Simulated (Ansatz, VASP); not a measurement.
**Two plane-wave programs on Li2B2C**

The input INCAR:

```
SYSTEM = Li2B2C
PREC = Accurate
ENCUT = 750
EDIFF = 1E-6
ISMEAR = 0
SIGMA = 0.1
LREAL = .FALSE.
LASPH = .TRUE.
NELM = 200
ALGO = Normal
ISIF = 2
LWAVE = .FALSE.
LCHARG = .TRUE.
ISPIN = 2
MAGMOM = 0 0 0 0 1
LORBIT = 11
GGA = PE
LELF = .TRUE.
LVHAR = .TRUE.
NBANDS = 20
GGA_COMPAT = .FALSE.
```

The input KPOINTS:

```
regular mesh
0
G
  8 8 8
  0 0 0
```

The input POSCAR:

```
Li2B2C
1.0
   -1.8421885776      1.8421885776      4.4689360227
    1.8421885776     -1.8421885776      4.4689360227
    1.8421885776      1.8421885776     -4.4689360227
Li B C
2 2 1
Direct
    0.2500000000      0.7500000000      0.5000000000
    0.7500000000      0.2500000000      0.5000000000
    0.3711000000      0.3711000000      0.0000000000
    0.6289000000      0.6289000000      0.0000000000
    0.0000000000      0.0000000000      0.0000000000
```

Input for Ansatz:

```yaml
crystal:
  lattice:
    - [-1.8421885776, 1.8421885776, 4.4689360227]
    - [1.8421885776, -1.8421885776, 4.4689360227]
    - [1.8421885776, 1.8421885776, -4.4689360227]
  atoms:
    - { symbol: Li, position: [0.25, 0.75, 0.5] }
    - { symbol: Li, position: [0.75, 0.25, 0.5] }
    - { symbol: B, position: [0.3711, 0.3711, 0.0] }
    - { symbol: B, position: [0.6289, 0.6289, 0.0] }
    - { symbol: C, position: [0.0, 0.0, 0.0], spin: 1.0 }
basis:
  ecutwfc: 420
kpoints:
  mp_grid: { grid: [8, 8, 8] }
hamiltonian:
  xc: pbe
scf:
  occupations: { method: gaussian, width: 0.1 }
  lower_state_search: "off"
output:
  forces: true
  stress: true
  eigenvalues: true
  populations: true
magnetization:
  spin_polarized: true
```

Alike in both runs: task single point; functional PBE; k mesh 8 × 8 × 8; occupations gaussian, width 0.1 eV; collinear spin.

```csv
,VASP,Ansatz
version,VASP 6.6.1,Ansatz 0.2.0
potentials or method,"VASP PAW PBE potentials, release 64 (Li_sv, B, C), cutoff 750 eV","scalar-relativistic, plane waves, PAW"
valence electrons in the cell,16,16
```

VASP gave:

| Item | Value |
| --- | --- |
| gap on the k mesh at the Fermi level (eV) | none |
| pressure (GPa) | -7.5 |
| traceless stress, the component that is largest in VASP (GPa) | -8.61 |
| rms of the force components (eV/Å) | 1.540 |
| net moment per atom (μB) | 0.00 |

Q: What did Ansatz give for the same quantities?

A: gap on the k mesh at the Fermi level (eV): none; pressure (GPa): -7.4; traceless stress, the component that is largest in VASP (GPa): -8.59; rms of the force components (eV/Å): 1.536; net moment per atom (μB): 0.00.

Atom by atom the forces differ by 0.004 eV/Å (rms over components). A gap of «none» marks a metal or a gap that the smearing closes. With one functional, cell and mesh, what is left measures potentials, basis and numerics. Ansatz's warnings: seeded moment not kept.
